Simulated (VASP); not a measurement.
# Zr2Nb3Cu3 in VASP: a series of runs, part 2 of 2

VASP 6.6.1. Earlier steps stand in the parts before.

## 4. Single point, PBE

Contents of INCAR:

```
  PREC = Accurate
  ENCUT = 400
  EDIFF = 1E-6
  ISMEAR = -1
  SIGMA = 0.2594
  LREAL = Auto
  LASPH = True
  NELM = 120
  ALGO = Normal
  ISIF = 2
  LWAVE = False
  LCHARG = True
  GGA = PE
  LELF = True
  LVHAR = True
  NBANDS = 110
  ISYM = -1
  GGA_COMPAT = False
```

Contents of KPOINTS:

```
explicit points
1
Reciprocal
  0.25000000   0.25000000   0.25000000 1
```

Contents of POSCAR:

```
Zr2Nb3Cu3
1.0
    6.8185840000      0.0521060000     -0.0543080000
    0.0521060000      6.6479630000     -0.2149050000
   -0.0543080000     -0.2149050000      6.4861440000
Nb Cu Zr
6 6 4
Direct
    0.8660534065      0.8511088911      0.1891393692
    0.0502434215      0.5149954360      0.5366491576
    0.8594714094      0.8023571704      0.6828942961
    0.0959289305      0.0700911987     -0.0084215433
    0.2998594214      0.7250082338      0.7358571842
    0.7307490510      0.2645370009      0.1772253042
    0.4095214724      0.3751523634      0.7995000436
    0.0886382588      0.1576684197      0.3962746585
    0.6702289603      0.5725415873      0.0262266524
    0.3711269798      0.2392443396      0.0983013897
    1.0247814420      0.4915025704      0.9012222347
    0.5517425854      0.0289174488      0.9224412132
    0.4213725242      0.0393544220      0.4466847115
    0.7777661226      0.2707606176      0.7132446848
    0.2722337025      0.6448090043      0.1816635812
    0.5925222619      0.5578885453      0.4719591080
```

Potentials or basis: VASP PAW PBE potentials, release 64 (Nb_sv, Cu, Zr_sv).

Command:

```sh
cat potpaw_PBE.64/Nb_sv/POTCAR potpaw_PBE.64/Cu/POTCAR potpaw_PBE.64/Zr_sv/POTCAR > POTCAR
mpirun -np 1 vasp_std > vasp.out
```

OUTCAR:

```text
PREC = Accurate
   ENCUT = 400
   EDIFF = 1E-6
   ISMEAR = -1
   LREAL = Auto
   LASPH = True
   NELM = 120
   ISIF = 2
   GGA = PE
   ISYM = -1

 ion  position               nearest neighbor table
   1  0.866  0.851  0.189-   9 2.47   4 2.57   8 2.82   6 2.89  15 3.07  16 3.37
   2  0.050  0.515  0.537-  11 2.39   3 2.44   8 2.50   5 2.51  14 2.80  15 2.96  16 3.15
   3  0.859  0.802  0.683-   2 2.44  16 2.75  11 2.79  14 3.15
   4  0.096  0.070  0.992-  10 2.28   1 2.57   8 2.65   6 3.02  14 3.14  15 3.36
[... 275 lines left out ...]
  Total        8.5818640     10.1027091      5.6384428      3.4338712      3.0787861      5.2382216
  in kB       46.8210857     55.1185399     30.7623163     18.7345754     16.7972959     28.5787823
  external PRESSURE =      44.2339806 kB  Pullay stress =       0.0000000 kB

 VOLUME and BASIS-vectors are now :
 -----------------------------------------------------------------------------
  energy-cutoff  :      400.00
  volume of cell :      293.66
      direct lattice vectors                 reciprocal lattice vectors
     6.818584000  0.052106000 -0.054308000     0.146675995 -0.001111120  0.001191292
     0.052106000  6.647963000 -0.214905000    -0.001111120  0.150591719  0.004980243
    -0.054308000 -0.214905000  6.486144000     0.001191292  0.004980243  0.154349792

 POSITION                                       TOTAL-FORCE (eV/Angst)
 -----------------------------------------------------------------------------------
      5.93933      5.66262      0.99684        -0.167776      0.084346      1.424298
      0.34028      3.31096      3.36738         0.980949     -0.658442     -2.822738
      5.86510      5.23207      4.21024        -0.066315      1.907984      0.865964
      0.60390      0.25787      6.41125        -1.551801     -1.559037     -1.603726
      2.04243      4.67731      4.60078         0.526007      2.140417      0.689288
      4.98683      1.75862      1.05297         2.509901     -1.137161      1.530209
[... 8 lines left out ...]
      1.87998      4.26181      1.02494         0.273478      0.617939     -0.059724
      4.04360      3.63827      2.90912        -0.681268      0.396783     -1.158646
 -----------------------------------------------------------------------------------
    total drift:                               -0.001623     -0.005484     -0.006578

  FREE ENERGIE OF THE ION-ELECTRON SYSTEM (eV)
  ---------------------------------------------------
  free  energy   TOTEN  =      -110.4253515261 eV

  energy  without entropy=     -106.6542848244  energy(sigma->0) =     -108.53981818
```

stdout:

```text
POSCAR found type information on POSCAR NbCuZr
 POSCAR found :  3 types and      16 ions
 scaLAPACK will be used
 LDA part: xc-table for (Slater+PW92), standard interpolation
 POSCAR, INCAR and KPOINTS ok, starting setup
 FFT: planning ... GRIDC
 FFT: planning ... GRID_SOFT
 FFT: planning ... GRID
 WAVECAR not read
 entering main loop
```

Wall time 1.9 min (1 thread of Intel Xeon Platinum 8375C at 2.90GHz (Ice Lake), shared host); peak memory 0.3 GiB.

Results:

- Free energy: -110.4254 eV
- Pressure: 4.4 GPa
- Largest force: 4.285 eV/Å

Forces on the atoms (eV/Å):
```
Nb  -0.168  0.084  1.424
Nb   0.981 -0.658 -2.823
Nb  -0.066  1.908  0.866
Nb  -1.552 -1.559 -1.604
Nb   0.526  2.140  0.689
Nb   2.510 -1.137  1.530
Cu  -0.509 -0.124 -0.954
Cu  -1.437 -0.422 -0.197
Cu  -1.354  1.343 -1.710
Cu  -0.488  2.549  3.409
Cu   0.051  0.206  2.176
Cu   0.601 -3.119 -1.412
Zr   1.748 -0.400  0.503
Zr  -0.434 -1.826 -0.680
Zr   0.273  0.618 -0.060
Zr  -0.681  0.397 -1.159
```

Stress tensor (GPa, compression positive):
```
4.68 1.87 2.86
1.87 5.51 1.68
2.86 1.68 3.08
```

Levels at points of the mesh, in eV from the Fermi level:
| k point | band 92 | band 93 | band 94 | band 95 | band 96 | band 97 | band 98 | band 99 | band 100 | band 101 |
| --- | --- | --- | --- | --- | --- | --- | --- | --- | --- | --- |
| (0.25, 0.25, 0.25) | -0.54 | -0.42 | -0.28 | -0.11 | -0.02 | 0.04 | 0.12 | 0.16 | 0.37 | 0.53 |

Caveat: the atoms stand as in a frame of molecular dynamics.

## 5. Single point, PBE

Contents of INCAR:

```
SYSTEM = Zr2Nb3Cu3
PREC = Accurate ; ENCUT = 400
EDIFF = 1E-6 ; ISMEAR = -1
SIGMA = 0.1861 ; LREAL = Auto
LASPH = .TRUE. ; NELM = 120
ALGO = Normal ; ISIF = 2
LWAVE = .FALSE. ; LCHARG = .TRUE.
GGA = PE ; LELF = .TRUE.
LVHAR = .TRUE. ; ISYM = -1
NBANDS = 110 ; GGA_COMPAT = .FALSE.
```

KPOINTS is that of step 4.

Contents of POSCAR:

```
Zr2Nb3Cu3
1.0
    6.8185840000      0.0521060000     -0.0543080000
    0.0521060000      6.6479630000     -0.2149050000
   -0.0543080000     -0.2149050000      6.4861440000
Nb Cu Zr
6 6 4
Direct
    0.8357114529      0.8589277836      0.2189186199
    0.0845462943      0.5383545036      0.5654693474
    0.8466133362      0.8312392112      0.7153586691
    0.0606855091      0.0870586700      0.9291728725
    0.3071074978      0.7369444942      0.7821775851
    0.7620236873      0.2423218232      0.2136875397
    0.3059876692      0.2958484754      0.7752100316
    0.0169371156      0.1253751570      0.4047459583
    0.6152652788      0.6388295890     -0.0284149566
    0.3933290318      0.2099429330      0.1932372607
   -0.0163187531      0.5354853081      0.9375268621
    0.5277162567     -0.0092472531      0.8811185711
    0.4751773882      0.0347137006      0.4872896873
    0.6914648475      0.2755717207      0.7379775740
    0.2900974079      0.6458819648      0.2515075018
    0.5966808928      0.5501655048      0.4921689780
```

Command:

```sh
cat potpaw_PBE.64/Nb_sv/POTCAR potpaw_PBE.64/Cu/POTCAR potpaw_PBE.64/Zr_sv/POTCAR > POTCAR
mpirun -np 1 vasp_std > vasp.out
```

Run time: 98 s. Hardware: 1 thread of Intel Xeon Platinum 8375C at 2.90GHz (Ice Lake), shared host; peak memory 0.3 GiB.

Results (log left out):

- Free energy: -108.9369 eV
- Pressure: 3.9 GPa
- Largest force: 3.867 eV/Å

Forces on the atoms (eV/Å):
```
Nb  -0.588 -1.609 -0.068
Nb  -1.308 -1.247 -1.596
Nb   0.480  0.546 -0.668
Nb  -0.089 -0.813  1.438
Nb  -2.038 -0.168 -0.226
Nb  -0.498  2.206 -2.091
Cu   0.126  1.062  0.217
Cu   2.945 -0.157  2.501
Cu   0.214 -1.090  0.587
Cu  -1.475  1.439 -1.918
Cu  -0.038 -0.479  1.142
Cu   0.265  0.675  2.925
Zr  -0.850 -1.950 -0.884
Zr   3.294  0.785  1.094
Zr  -0.391  0.444 -2.294
Zr  -0.048  0.356 -0.161
```

Stress tensor (GPa, compression positive):
```
 4.54  1.72  5.65
 1.72  3.33 -1.24
 5.65 -1.24  3.77
```

Levels at points of the mesh, in eV from the Fermi level:
| k point | band 92 | band 93 | band 94 | band 95 | band 96 | band 97 | band 98 | band 99 | band 100 | band 101 |
| --- | --- | --- | --- | --- | --- | --- | --- | --- | --- | --- |
| (0.25, 0.25, 0.25) | -0.57 | -0.34 | -0.20 | -0.16 | -0.09 | 0.01 | 0.12 | 0.30 | 0.50 | 0.52 |

Caveat: the atoms stand as in a frame of molecular dynamics.

## 6. Summary

| cell | smearing | pressure (GPa) | largest force (eV/Å) |
| --- | --- | --- | --- |
| as given, atomic positions A | fermi-dirac 0.2594 eV | 0.9 | 3.67 |
| as given, atomic positions B | fermi-dirac 0.2594 eV | 5.8 | 3.91 |
| as given, atomic positions C | fermi-dirac 0.2594 eV | 4.4 | 4.28 |
| as given, atomic positions D | fermi-dirac 0.1861 eV | 3.9 | 3.87 |

Alike in all rows: task single point; level PBE; potentials or basis VASP PAW PBE potentials, release 64 (Nb_sv, Cu, Zr_sv); no spin polarisation; k mesh 1 × 1 × 1, shifted; cutoff (eV) 400.

Caveats: the atoms stand as in a frame of molecular dynamics.

Absolute energies hang on the potentials; compare differences alone.
